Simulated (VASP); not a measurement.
**SiNi (WC type): relaxation of cell and atoms with PBE**

SiNi (WC type):

```
CELL_PARAMETERS angstrom
3.48546 0.00000 0.00000
-1.74273 3.01850 0.00000
0.00000 0.00000 2.48746
ATOMIC_POSITIONS crystal
Ni 0.00000 0.00000 0.00000
Si 0.33333 0.66667 0.50000
```

* Program: VASP 6.6.1
* Task: relaxation of cell and atoms
* Functional: PBE
* Potentials or basis: VASP PAW PBE potentials, release 64 (Ni, Si)
* Cutoff: 600 eV
* k mesh: 15 × 15 × 13
* Occupations: fermi-dirac, width 0.1 eV
* Spin: no spin polarisation
* Target pressure: 0.087 GPa
* Dipole correction: no
* Further INCAR settings: ALGO = Normal; EDIFF = 1e-07; IBRION = 2; EDIFFG = -0.005; NSW = 32; ISIF = 3

```yaml
Relaxed_volume: 13.08 Å³/atom
Relaxed_cell: a = 3.483 Å, b = 3.483 Å, c = 2.490 Å, α = 90.00°, β = 90.00°, γ = 120.00°
Space_group_after_relaxing_to_0.1_Å: P-6m2 (No. 187)
Energy_change_on_relaxing_the_run_minimises_the_enthalpy: -0.0 meV/atom
Ionic_steps: 5
Pressure_after_relaxing: 0.1 GPa
Band_gap_on_the_k_mesh: zero (bands 7 and 8 overlap by 4.80 eV)
```

Final structure:
```
CELL_PARAMETERS angstrom
3.48308 0.00000 0.00000
-1.74154 3.01643 0.00000
0.00000 0.00000 2.49045
ATOMIC_POSITIONS crystal
Ni 0.00000 0.00000 0.00000
Si 0.33333 0.66667 0.50000
```

Levels at points of the mesh, in eV from the Fermi level:
| k point | band 3 | band 4 | band 5 | band 6 | band 7 | band 8 | band 9 | band 10 | band 11 |
| --- | --- | --- | --- | --- | --- | --- | --- | --- | --- |
| (0.00, 0.00, 0.00) | -3.57 | -3.57 | -1.59 | -1.59 | 2.67 | 2.67 | 4.92 | 6.30 | 6.30 |

Run time: 60 s on 1 thread of Intel(R) Xeon(R) 6975P-C (Granite Rapids), on a shared host, peak memory 0.21 GiB.

Caveat: the cell is relaxed towards a set pressure, so the run minimises the enthalpy, not the energy. Spin polarisation is off, so any magnetic state and its effect on volume and gap are missing.
